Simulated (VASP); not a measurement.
Input of a VASP 6.6.1 run:

INCAR

```
SYSTEM = ZnS
PREC = Accurate ; ENCUT = 520
EDIFF = 1E-8 ; ISMEAR = 0
SIGMA = 0.01 ; LREAL = .False.
LASPH = .True. ; NELM = 60
ALGO = Normal ; ISIF = 2
LWAVE = .False. ; LCHARG = .True.
NBANDS = 16 ; IBRION = 8
NSW = 1
```

KPOINTS

```
regular mesh
0
Gamma
  6 6 6
  0 0 0
```

POSCAR

```
ZnS
1.0
    0.0000000000      2.6484687084      2.6484687084
    2.6484687084      0.0000000000      2.6484687084
    2.6484687084      2.6484687084      0.0000000000
Zn S
1 1
Direct
    0.7500000000      0.7500000000      0.7500000000
    0.0000000000      0.0000000000      0.0000000000
```

Potentials or basis: VASP PAW LDA potentials, release 64 (Zn, S).

Launch:

```sh
$ cat potpaw_LDA.64/Zn/POTCAR potpaw_LDA.64/S/POTCAR > POTCAR
$ mpirun -np 1 vasp_std > vasp.out
```

Q: What does it give for the highest phonon frequency at Γ, LO-TO splitting left out?

A: 293 cm⁻¹.

Phonon frequencies in cm⁻¹ (negative: imaginary):
```tsv
q point	frequencies
(0.000, 0.000, 0.000)	-1 -1 -1 293 293 293
```
